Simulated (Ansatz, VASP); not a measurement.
In3Cu in VASP and in Ansatz

```xyz
4
Lattice="4.4099 -0.1162 -0.1162 -0.1162 4.4099 -0.1162 -0.1162 -0.1162 4.4099" Properties=species:S:1:pos:R:3 pbc="T T T"
In   -0.1162    2.1468    2.1468
In    2.1468   -0.1162    2.1468
In    2.1468    2.1468   -0.1162
Cu    0.0000    0.0000    0.0000
```

Alike in both runs: task single point; functional LDA; k mesh 10 × 10 × 10; occupations gaussian, width 0.15 eV; no spin polarisation.

```csv
,VASP,Ansatz
version,VASP 6.6.1,Ansatz 0.2.0
potentials or method,"VASP PAW LDA potentials, release 64 (In_d, Cu), cutoff 520 eV","scalar-relativistic, plane waves, PAW"
valence electrons in the cell,50,58
```

Ansatz gave:

* gap on the k mesh at the Fermi level (eV): none
* pressure (GPa): -3.0
* traceless stress, the component that is largest in VASP (GPa): -0.14

Task: What did VASP give for the same quantities?

Result: gap on the k mesh at the Fermi level (eV): none; pressure (GPa): -3.3; traceless stress, the component that is largest in VASP (GPa): -0.14.

LDA's correlation is that of Perdew and Zunger in VASP and of Perdew and Wang (1992) in Ansatz. A gap of «none» marks a metal or a gap that the smearing closes. VASP's potentials hold 50 valence electrons a cell and Ansatz's 58, so a difference there can come from the potentials and not from the codes.
